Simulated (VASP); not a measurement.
**NaH: single point with PBE**

The system is NaH.

```
Na H
1.0
     0.00000    2.44000    2.44000
     2.44000    0.00000    2.44000
     2.44000    2.44000    0.00000
Na H
1 1
Direct
  0.98128 0.02281 0.01606
  0.46683 0.51649 0.52141
```

```json
{
  "Program": "VASP 6.6.1",
  "Task": "single point",
  "Functional": "PBE",
  "Potentials or basis": "VASP PAW PBE potentials, release 64 (Na_pv, H)",
  "Cutoff": "500 eV",
  "k mesh": "5 × 5 × 5",
  "Occupations": "fermi-dirac, width 0.05 eV",
  "Spin": "no spin polarisation"
}
```

```
Pressure               : -0.7 GPa
Largest force          : 0.043 eV/Å
Band gap on the k mesh : 4.54 eV (least direct gap 5.03 eV)
```

Forces on the atoms (eV/Å):
```
Na  -0.002 -0.017 -0.040
H    0.002  0.017  0.040
```

Levels at points of the mesh, in eV from the valence-band top:
```tsv
k point	band 1	band 2	band 3	band 4	band 5	band 6	band 7	band 8	band 9
(0.00, 0.00, 0.00)	-22.06	-22.06	-22.06	-3.44	10.26	15.47	15.47	15.48	16.28
```

Wall time 34 s on 1 thread of AMD EPYC 7R13, on a shared host, peak memory 0.13 GiB.

Caveat: the k points lie up to 0.45 Å⁻¹ apart. A k mesh can miss the band edges.
